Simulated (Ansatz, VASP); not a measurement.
**One calculation of MgS, two programs**

File INCAR:

```
ALGO     = Normal         # electronic algorithm
EDIFF    = 1E-6           # SCF threshold, eV
ENCUT    = 600            # plane-wave cutoff, eV
GGA      = CA             # functional
GGA_COMPAT= F            
ISIF     = 2              # what is computed and relaxed
ISMEAR   = 0              # smearing method
LASPH    = T              # aspherical terms in the spheres
LCHARG   = T              # write CHGCAR
LELF     = T              # ELF
LREAL    = F              # projectors in reciprocal space
LVHAR    = T            
LWAVE    = F              # write WAVECAR
NBANDS   = 11             # bands
NELM     = 120            # most SCF steps
PREC     = Accurate       # precision mode
SIGMA    = 0.02           # smearing width, eV
```

KPOINTS

```
k-points
0
Gamma
  8 8 8
```

Contents of POSCAR:

```
MgS
1.0
    0.0000000000      2.7969475118      2.7969475118
    2.7969475118      0.0000000000      2.7969475118
    2.7969475118      2.7969475118      0.0000000000
Mg S
1 1
Direct
    0.0000000000      0.0000000000      0.0000000000
    0.2500000000      0.2500000000      0.2500000000
```

Input for Ansatz:

```yaml
crystal:
  lattice:
    - [0.0, 2.7969475118, 2.7969475118]
    - [2.7969475118, 0.0, 2.7969475118]
    - [2.7969475118, 2.7969475118, 0.0]
  atoms:
    - { symbol: Mg, position: [0.0, 0.0, 0.0] }
    - { symbol: S, position: [0.25, 0.25, 0.25] }
basis:
  ecutwfc: 420
kpoints:
  mp_grid: { grid: [8, 8, 8] }
  band_path:
    path:
      - [[0.0, 0.0, 0.0], [-0.5, -0.5, 0.0], [-0.375, -0.375, 0.25]]
      - [[-0.375, 0.0, 0.375], [0.0, 0.0, 0.0], [0.0, 0.0, 0.5], [-0.5, -0.25, 0.25], [-0.5, -0.5, 0.0]]
    npoints: 10
hamiltonian:
  xc: lda
  pseudopotentials: { kind: paw, azcp: { folder: soft_1 } }
scf:
  occupations: { method: gaussian, width: 0.02 }
  n_extra_bands: 7
output:
  forces: true
  stress: true
  eigenvalues: true
  write_density: true
  write_potential: true
  elf: true
  volumetric_format: npy
```

Alike in both runs: task single point; functional LDA; k mesh 8 × 8 × 8; occupations gaussian, width 0.02 eV; no spin polarisation.

```csv
,VASP,Ansatz
version,VASP 6.6.1,Ansatz 0.2.0
potentials or method,"VASP PAW LDA potentials, release 64 (Mg, S), cutoff 600 eV","scalar-relativistic, plane waves, PAW"
valence electrons in the cell,8,16
```

|  | VASP | Ansatz | Ansatz less VASP |
| --- | --- | --- | --- |
| gap on the k mesh at the Fermi level (eV) | 3.38 | 3.36 | -0.012 |
| least direct gap on the mesh (eV) | 3.38 | 3.36 | -0.012 |
| pressure (GPa) | -0.3 | 0.0 | +0.32 |

Ansatz warns that its potentials were made for another functional, while VASP's fit it. LDA's correlation is that of Perdew and Zunger in VASP and of Perdew and Wang (1992) in Ansatz. VASP's potentials hold 8 valence electrons a cell and Ansatz's 16, so a difference there can come from the potentials and not from the codes.
